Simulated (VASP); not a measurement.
# GaOs12 in VASP: further runs

The runs below take GaOs12 through single point, with PBE.

All numbers are computed with VASP 6.6.1; they aren't measurements. Logs are shortened: lines on timing, memory, paths and dates and some standing lists are left out, and cuts for length are marked.

## 1. The cell of the first run

The cell holds a slab with vacuum, 13 atoms: a = 5.480 Å, b = 5.480 Å, c = 15.326 Å, α = 90.00°, β = 90.00°, γ = 60.00°.

## 2. Single point, PBE

File INCAR:

```
PREC = Accurate ; ENCUT = 520
EDIFF = 1E-6 ; ISMEAR = 0
SIGMA = 0.05 ; LREAL = F
LASPH = T ; NELM = 100
ALGO = Normal ; ISIF = 2
LWAVE = F ; LCHARG = F
GGA = PE ; NBANDS = 66
```

File KPOINTS:

```
regular mesh
0
Gamma
  4 4 1
```

File POSCAR:

```
GaOs12
1.0
    5.4800000000      0.0000000000      0.0000000000
    2.7400000000      4.7458190000      0.0000000000
    0.0000000000      0.0000000000     15.3264600000
Os Ga
12 1
Direct
    0.0000000000      0.0000000000      0.0652466388
    0.5000000000      0.0000000000      0.0652466388
   -0.0000000527      0.5000001054      0.0652466388
    0.4999999473      0.5000001054      0.0652466388
   -0.1659703904      0.3318261822      0.2017067868
    0.3338768164      0.3323759292      0.2016869518
   -0.1648184987      0.8331348077      0.2017751653
    0.3317729454      0.8330595836      0.2017314501
    0.0008082079      0.0001430733      0.3395478799
    0.5037174182     -0.0084746173      0.3387138322
   -0.0109395016      0.5008096600      0.3407235591
    0.5096583566      0.5010595642      0.3406641847
    0.2441891512      0.5109501648      0.4794153379
```

Potentials or basis: VASP PAW PBE potentials, release 64 (Os, Ga_d).

Started as:

```sh
$ cat potpaw_PBE.64/Os/POTCAR potpaw_PBE.64/Ga_d/POTCAR > POTCAR
$ mpirun -np 1 vasp_std > vasp.out
```

OUTCAR:

```text
PREC = Accurate
   ENCUT = 520
   EDIFF = 1E-6
   ISMEAR = 0
   LREAL = F
   LASPH = T
   NELM = 100
   ISIF = 2
   GGA = PE

 ion  position               nearest neighbor table
   1  0.000  0.000  0.065-   5 2.62   8 2.62   7 2.62   4 2.74   3 2.74   2 2.74   2 2.74   3 2.74
                             4 2.74
   2  0.500  0.000  0.065-   6 2.62   8 2.63   7 2.63   3 2.74   4 2.74   1 2.74   1 2.74   4 2.74
                             3 2.74
   3  1.000  0.500  0.065-   7 2.62   6 2.62   5 2.62   2 2.74   1 2.74   4 2.74   4 2.74   1 2.74
                             2 2.74
   4  0.500  0.500  0.065-   8 2.62   6 2.62   5 2.62   1 2.74   2 2.74   3 2.74   3 2.74   2 2.74
                             1 2.74
   5  0.834  0.332  0.202-   1 2.62   4 2.62   3 2.62  11 2.63  12 2.63   9 2.63   7 2.73   8 2.73
                             6 2.74   6 2.74   8 2.75   7 2.75
   6  0.334  0.332  0.202-   2 2.62   4 2.62   3 2.62  10 2.65  12 2.69  11 2.69   8 2.74   7 2.74
                             5 2.74   5 2.74   7 2.74   8 2.74
   7  0.835  0.833  0.202-   1 2.62   3 2.62  10 2.62   2 2.63   9 2.64  11 2.65   8 2.72   5 2.73
                             6 2.74   6 2.74   5 2.75   8 2.76
   8  0.332  0.833  0.202-   1 2.62  10 2.62   4 2.62   2 2.63   9 2.63  12 2.65   7 2.72   5 2.73
                             6 2.74   6 2.74   5 2.75   7 2.76
   9  0.001  0.000  0.340-   8 2.63   5 2.63   7 2.64  11 2.71  12 2.72  10 2.73  10 2.75  12 2.76
                            11 2.77
  10  0.504  0.992  0.339-   8 2.62   7 2.62   6 2.65  12 2.67  11 2.67   9 2.73   9 2.75  11 2.81
                            12 2.81
  11  0.989  0.501  0.341-  13 2.56  12 2.63   5 2.63   7 2.65  10 2.67   6 2.69   9 2.71   9 2.77
                            10 2.81  12 2.85
  12  0.510  0.501  0.341-  13 2.56  11 2.63   5 2.63   8 2.65  10 2.67   6 2.69   9 2.72   9 2.76
                            10 2.81  11 2.85
  13  0.244  0.511  0.479-  11 2.56  12 2.56

  LATTYP: Found a hexagonal cell.
 ALAT       =     5.4799998158
 C/A-ratio  =     2.7967993641

  Lattice vectors:

 A1 = (  -2.7400000000,  -4.7458190000,   0.0000000000)
 A2 = (   5.4800000000,   0.0000000000,   0.0000000000)
 A3 = (   0.0000000000,   0.0000000000,  15.3264600000)

Analysis of symmetry for initial positions (statically):
=====================================================================
 Subroutine PRICEL returns:
 Original cell was already a primitive cell.

 Routine SETGRP: Setting up the symmetry group for a
 hexagonal supercell.

 Subroutine GETGRP returns: Found  1 space group operations
 (whereof  1 operations were pure point group operations)
 out of a pool of 24 trial point group operations.

The static configuration has the point symmetry C_1 .

Analysis of symmetry for dynamics (positions and initial velocities):
=====================================================================
 Subroutine PRICEL returns:
 Original cell was already a primitive cell.

 Routine SETGRP: Setting up the symmetry group for a
 hexagonal supercell.

 Subroutine GETGRP returns: Found  1 space group operations
 (whereof  1 operations were pure point group operations)
 out of a pool of 24 trial point group operations.

The dynamic configuration has the point symmetry C_1 .

 Subroutine INISYM returns: Found  1 space group operations
 (whereof  1 operations are pure point group operations),
 and found     1 'primitive' translations

----------------------------------------------------------------------------------------

                                     Primitive cell

  volume of cell :     398.5966

  direct lattice vectors                    reciprocal lattice vectors
     5.480000000  0.000000000  0.000000000     0.182481752 -0.105355893  0.000000000
     2.740000000  4.745819000  0.000000000     0.000000000  0.210711787  0.000000000
     0.000000000  0.000000000 15.326460000     0.000000000  0.000000000  0.065246639

  length of vectors
     5.480000000  5.479999816 15.326460000     0.210711779  0.210711787  0.065246639

  position of ions in fractional coordinates (direct lattice)
     0.000000000  0.000000000  0.065246639
[... 38 lines left out ...]

  Cartesian coordinates                     Fractional coordinates (reciprocal lattice)
     0.045620438 -0.026338973  0.000000000     0.250000000 -0.000000000  0.000000000
     0.000000000  0.052677947  0.000000000     0.000000000  0.250000000  0.000000000
     0.000000000  0.000000000  0.065246639     0.000000000  0.000000000  1.000000000

  Length of vectors
     0.052677945  0.052677947  0.065246639

  Shift w.r.t. Gamma in fractional coordinates (k-lattice)
     0.000000000  0.000000000  0.000000000

 Subroutine IBZKPT returns following result:
 ===========================================

 Found     10 irreducible k-points:

 Following reciprocal coordinates:
            Coordinates               Weight
  0.000000  0.000000  0.000000      1.000000
  0.250000  0.000000  0.000000      2.000000
  0.250000  0.250000  0.000000      2.000000
  0.000000  0.250000  0.000000      2.000000
  0.500000  0.000000  0.000000      1.000000
  0.500000  0.500000  0.000000      1.000000
  0.000000  0.500000  0.000000      1.000000
  0.500000  0.250000  0.000000      2.000000
  0.250000  0.500000  0.000000      2.000000
 -0.250000  0.250000  0.000000      2.000000
   k-points           NKPTS =     10   k-points in BZ     NKDIM =     10   number of bands    NBANDS=     66
   number of dos      NEDOS =    301   number of ions     NIONS =     13
   total plane-waves  NPLWV = 211680
   dimension x,y,z NGX =    42 NGY =   42 NGZ =  120
   dimension x,y,z NGXF=    84 NGYF=   84 NGZF=  240
   ions per type =              12   1
   NGX,Y,Z   is equivalent  to a cutoff of  12.74, 12.74, 13.02 a.u.
   NGXF,Y,Z  is equivalent  to a cutoff of  25.48, 25.48, 26.03 a.u.
 SYSTEM =  unknown system
   PREC   = accura    normal or accurate (medium, high low for compatibility)
   ISTART =      0    job   : 0-new  1-cont  2-samecut
   ICHARG =      2    charge: 1-file 2-atom 10-const
   ISPIN  =      1    spin polarized calculation?
   LNONCOLLINEAR =      F non collinear calculations
   LSORBIT =      F    spin-orbit coupling
   LASPH  =      T    aspherical Exc in radial PAW
   ENCUT  =  520.0 eV  38.22 Ry    6.18 a.u.  10.19 10.19 28.50*2*pi/ulx,y,z
   NELM   =    100;   NELMIN=  2; NELMDL= -5     # of ELM steps
   EDIFF  = 0.1E-05   stopping-criterion for ELM
   LREAL  =      F    real-space projection
   EDIFFG = 0.1E-04   stopping-criterion for IOM
   NSW    =      0    number of steps for IOM
   IBRION =     -1    ionic relax: 0-MD 1-quasi-New 2-CG
   NFREE  =      0    steps in history (QN), initial steepest desc. (CG)
   ISIF   =      2    stress and relaxation
   ISYM   =      2    0-nonsym 1-usesym 2-fastsym
   POTIM  = 0.5000    time-step for ionic-motion
   TEBEG  =    0.0;   TEEND  =   0.0 temperature during run
   PSTRESS=    0.0 pullay stress
   NELECT =     109.0000    total number of electrons
   NUPDOWN=      -1.0000    fix difference up-down
   EMIN   =  10.00;   EMAX   =-10.00  energy-range for DOS
   EFERMI =   0.00;   METHOD = LEGACY
   ISMEAR =     0;   SIGMA  =   0.05  broadening in eV -4-tet -1-fermi 0-gaus
   EFERMI_NEDOS =   21; number of points for ismear=-14 and -15
   IALGO  =     38    algorithm
   IMIX   =      4    mixing-type and parameters
     AMIX     =   0.40;   BMIX     =  1.00
     AMIX_MAG =   1.60;   BMIX_MAG =  1.00
  volume/ion in A,a.u.               =      30.66       206.91
  Fermi-wavevector in a.u.,A,eV,Ry     =   1.062607  2.008035 15.362781  1.129133
  Thomas-Fermi vector in A             =   2.198063
   LORBIT       =      0    0 simple, 1 ext, 2 COOP (PROOUT), +10 PAW based schemes
   GGA     = PE    functional components
   LHFCALC =     F    Hartree Fock is set to
   AEXX    =    0.0000 exact exchange contribution
   IVDW    =     0    specifies the selected vdW correction
   LEPSILON=     F    determine dielectric tensor
   LRPA    =     F    only Hartree local field effects (RPA)
 non-spin polarized calculation
 Gauss-broadening in eV      SIGMA  =   0.05
  energy-cutoff  :      520.00
  volume of cell :      398.60
 maximum number of plane-waves:     10779
 NGX is ok and might be reduce to    42
   NGX = 21   NGY = 21   NGZ = 57

 number of electron     109.0000009 magnetization

 Free energy of the ion-electron system (eV)
  ---------------------------------------------------
  ext. energy  EPLUGINS =         0.00000000
  ---------------------------------------------------
  free energy    TOTEN  =      -129.32485046 eV

  energy without entropy =     -129.30292041  energy(sigma->0) =     -129.31388543

 E-fermi :   1.6976     XC(G=0):  -7.8019

 val. band max:        1.6852006048   @ k =   0.0000   0.0000   0.0000
 cond. band min:       1.7102885849   @ k =   0.5000   0.0000   0.0000
 fundamental gap:      0.0250879802
 Fermi energy:         1.6976157196

 k-point     1 :       0.0000    0.0000    0.0000
  band No.  band energies     occupation
      1     -12.8116      2.00000
      2     -12.7856      2.00000
      3     -12.7848      2.00000
      4     -12.7636      2.00000
      5     -12.7437      2.00000
      6      -8.4411      2.00000
[... 679 lines left out ...]
     65       2.9897      0.00000
     66       3.0576      0.00000

------------------------ aborting loop because EDIFF is reached ----------------------------------------

  FORCE on cell =-STRESS in cart. coord.  units (eV):
  Direction    XX          YY          ZZ          XY          YZ          ZX
  --------------------------------------------------------------------------------------
  -------------------------------------------------------------------------------------
  Total       -6.3157064     -8.6605599     -0.1098986      0.0661141      0.0105461     -0.0029412
  in kB      -25.3862721    -34.8115183     -0.4417423      0.2657487      0.0423903     -0.0118223
  external PRESSURE =     -20.2131776 kB  Pullay stress =       0.0000000 kB

 VOLUME and BASIS-vectors are now :
 -----------------------------------------------------------------------------
  energy-cutoff  :      520.00
  volume of cell :      398.60
      direct lattice vectors                 reciprocal lattice vectors
     5.480000000  0.000000000  0.000000000     0.182481752 -0.105355893  0.000000000
     2.740000000  4.745819000  0.000000000     0.000000000  0.210711787  0.000000000
     0.000000000  0.000000000 15.326460000     0.000000000  0.000000000  0.065246639

 POSITION                                       TOTAL-FORCE (eV/Angst)
 -----------------------------------------------------------------------------------
      0.00000      0.00000      1.00000        -0.003432      0.010105     -0.069073
      2.74000      0.00000      1.00000         0.000316      0.106133     -0.013114
      6.85000      2.37291      1.00000         0.198848     -0.056654      0.056995
      4.11000      2.37291      1.00000        -0.194991     -0.055631      0.041254
      5.47969      1.57479      3.09145         0.000251     -0.012114     -0.013416
      2.74035      1.57740      3.09115         0.000088     -0.006917     -0.009730
      6.85958      3.95391      3.09250         0.004003      0.004764     -0.005201
      4.10070      3.95355      3.09183        -0.003444      0.007823     -0.007659
      0.00482      0.00068      5.20407         0.006714     -0.004029      0.008823
      5.47715      4.70560      5.19128        -0.015830     -0.038275     -0.002225
      6.79227      2.37675      5.22209        -0.024591      0.022048      0.001714
      4.16583      2.37794      5.22118         0.031770      0.017138      0.001139
      2.73816      2.42488      7.34774         0.000296      0.005610      0.010492
 -----------------------------------------------------------------------------------
    total drift:                               -0.000256      0.000158      0.000112

  FREE ENERGIE OF THE ION-ELECTRON SYSTEM (eV)
  ---------------------------------------------------
  free  energy   TOTEN  =      -129.3248504561 eV

  energy  without entropy=     -129.3029204102  energy(sigma->0) =     -129.31388543
```

It took 7.1 min on 1 thread of AMD EPYC 9R45 (Zen 5), shared host; peak memory 0.56 GiB.

What came out:

- Free energy: -129.3249 eV
- Largest force: 0.214 eV/Å
- Band gap on the k mesh: zero (an odd number of electrons rules out a gap without spin polarisation)

Forces in eV/Å, atoms in the order of the input:
```
Os  -0.003  0.010 -0.069
Os   0.000  0.106 -0.013
Os   0.199 -0.057  0.057
Os  -0.195 -0.056  0.041
Os   0.000 -0.012 -0.013
Os   0.000 -0.007 -0.010
Os   0.004  0.005 -0.005
Os  -0.003  0.008 -0.008
Os   0.007 -0.004  0.009
Os  -0.016 -0.038 -0.002
Os  -0.025  0.022  0.002
Os   0.032  0.017  0.001
Ga   0.000  0.006  0.010
```

Levels at points of the mesh, in eV from the Fermi level:
```
           k point  band 52  band 53  band 54  band 55  band 56  band 57  band 58  band 59
(0.00, 0.00, 0.00)     0.18     0.39     0.92     1.01     1.07     1.57     1.72     1.75
(0.50, 0.00, 0.00)    -0.47    -0.36    -0.24    -0.06    -0.03     0.01     0.04     0.18
(0.50, 0.50, 0.00)    -0.46    -0.38    -0.24    -0.06    -0.03     0.02     0.05     0.19
(0.00, 0.50, 0.00)    -0.58    -0.48    -0.20    -0.09    -0.02     0.08     0.12     0.12
```

Caveat: there is no dipole correction, which matters where the two faces differ; spin-orbit coupling is left out, which moves the levels of the heavy elements.

## 3. Single point, PBE

File INCAR:

```
  ALGO = Normal
  EDIFF = 1E-6
  ENCUT = 520
  GGA = PE
  ISIF = 2
  ISMEAR = 0
  LASPH = True
  LCHARG = True
  LELF = True
  LREAL = False
  LVHAR = True
  LWAVE = False
  NBANDS = 66
  NELM = 100
  PREC = Accurate
  SIGMA = 0.05
```

File KPOINTS:

```
k-points
0
Gamma
  4 4 1
```

File POSCAR:

```
GaOs12
1.0
    5.4800000000      0.0000000000      0.0000000000
    2.7400000000      4.7458190000      0.0000000000
    0.0000000000      0.0000000000     15.3264600000
Os Ga
12 1
Direct
    0.0000000000      0.0000000000      0.0652466388
    0.5000000000      0.0000000000      0.0652466388
   -0.0000000527      0.5000001054      0.0652466388
    0.4999999473      0.5000001054      0.0652466388
   -0.1651489707      0.3301402772      0.2016939985
    0.3339536345      0.3322044098      0.2017182050
   -0.1643376860      0.8325808464      0.2018532003
    0.3318470713      0.8325387041      0.2018462189
   -0.0008641721      0.0023568113      0.3406644457
    0.5032363472     -0.0065588258      0.3384917326
   -0.0084018567      0.4957515236      0.3406062457
    0.5122407924      0.4961377583      0.3406008302
    0.2181729431      0.5629150627      0.4782711729
```

Potentials or basis: VASP PAW PBE potentials, release 64 (Os, Ga_d).

Started as:

```sh
$ cat potpaw_PBE.64/Os/POTCAR potpaw_PBE.64/Ga_d/POTCAR > POTCAR
$ mpirun -np 1 vasp_std > vasp.out
```

OUTCAR:

```text
EDIFF = 1E-6
   ENCUT = 520
   GGA = PE
   ISIF = 2
   ISMEAR = 0
   LASPH = True
   LREAL = False
   NELM = 100
   PREC = Accurate

 ion  position               nearest neighbor table
   1  0.000  0.000  0.065-   5 2.61   7 2.62   8 2.62   4 2.74   3 2.74   2 2.74   2 2.74   3 2.74
                             4 2.74
   2  0.500  0.000  0.065-   6 2.62   8 2.63   7 2.63   3 2.74   4 2.74   1 2.74   1 2.74   4 2.74
                             3 2.74
[... 923 lines left out ...]
  energy-cutoff  :      520.00
  volume of cell :      398.60
      direct lattice vectors                 reciprocal lattice vectors
     5.480000000  0.000000000  0.000000000     0.182481752 -0.105355893  0.000000000
     2.740000000  4.745819000  0.000000000     0.000000000  0.210711787  0.000000000
     0.000000000  0.000000000 15.326460000     0.000000000  0.000000000  0.065246639

 POSITION                                       TOTAL-FORCE (eV/Angst)
 -----------------------------------------------------------------------------------
      0.00000      0.00000      1.00000         0.000612     -0.176805     -0.115097
      2.74000      0.00000      1.00000        -0.000810     -0.033860      0.016128
      6.85000      2.37291      1.00000         0.210230      0.066328      0.061584
      4.11000      2.37291      1.00000        -0.209285      0.068260      0.052454
      5.47957      1.56679      3.09126         0.002984     -0.012689     -0.015395
      2.74031      1.57658      3.09163        -0.003063     -0.007345     -0.002686
      6.86070      3.95128      3.09370         0.000614      0.001260     -0.003915
      4.09968      3.95108      3.09359        -0.000618      0.005759     -0.005820
      5.48172      0.01118      5.22118        -0.006693      0.015454      0.012775
      5.47976      4.71469      5.18788        -0.002142     -0.023062      0.000559
      6.79232      2.35275      5.22029        -0.030674      0.002657     -0.002297
      4.16650      2.35458      5.22021         0.037159     -0.009141      0.001030
      2.73797      2.67149      7.33020         0.001686      0.103184      0.000679
 -----------------------------------------------------------------------------------
    total drift:                               -0.000147      0.000050      0.000391

  FREE ENERGIE OF THE ION-ELECTRON SYSTEM (eV)
  ---------------------------------------------------
  free  energy   TOTEN  =      -129.3394613076 eV

  energy  without entropy=     -129.3181987246  energy(sigma->0) =     -129.32883002
```

OSZICAR:

```text
N       E                     dE             d eps       ncg     rms          rms(c)
DAV:   1     0.933383578281E+03    0.93338E+03   -0.45281E+04  1320   0.157E+03
DAV:   2     0.313543655173E+02   -0.90203E+03   -0.86044E+03  1376   0.483E+02
[... 21 lines left out ...]
DAV:  24    -0.129339444040E+03   -0.71555E-05   -0.19063E-05  1976   0.210E-02    0.252E-02
DAV:  25    -0.129339453553E+03   -0.95127E-05   -0.19203E-05  1850   0.192E-02    0.871E-03
DAV:  26    -0.129339456625E+03   -0.30722E-05   -0.20141E-06  1064   0.667E-03    0.544E-03
DAV:  27    -0.129339459210E+03   -0.25850E-05   -0.72289E-07   908   0.445E-03    0.460E-03
DAV:  28    -0.129339460719E+03   -0.15088E-05   -0.74284E-07  1008   0.429E-03    0.275E-03
DAV:  29    -0.129339461308E+03   -0.58865E-06   -0.53633E-07   852   0.336E-03
   1 F= -.12933946E+03 E0= -.12932883E+03  d E =-.212626E-01
```

stdout:

```text
POSCAR found type information on POSCAR OsGa
 POSCAR found :  2 types and      13 ions
 scaLAPACK will be used
 LDA part: xc-table for (Slater+PW92), standard interpolation
 POSCAR, INCAR and KPOINTS ok, starting setup
 FFT: planning ... GRIDC
 FFT: planning ... GRID_SOFT
 FFT: planning ... GRID
 WAVECAR not read
 entering main loop
```

It took 8.1 min on 1 thread of AMD EPYC 9R45 (Zen 5), shared host; peak memory 0.55 GiB.

What came out:

```
Free energy            : -129.3395 eV
Largest force          : 0.229 eV/Å
Band gap on the k mesh : zero (an odd number of electrons rules out a gap without spin polarisation)
```

Forces on the atoms (eV/Å):
```
Os   0.001 -0.177 -0.115
Os  -0.001 -0.034  0.016
Os   0.210  0.066  0.062
Os  -0.209  0.068  0.052
Os   0.003 -0.013 -0.015
Os  -0.003 -0.007 -0.003
Os   0.001  0.001 -0.004
Os  -0.001  0.006 -0.006
Os  -0.007  0.015  0.013
Os  -0.002 -0.023  0.001
Os  -0.031  0.003 -0.002
Os   0.037 -0.009  0.001
Ga   0.002  0.103  0.001
```

Caveat: there is no dipole correction, which matters where the two faces differ; spin-orbit coupling is left out, which moves the levels of the heavy elements.

The gap in the log of VASP goes by the Fermi energy; the results here count the filled bands.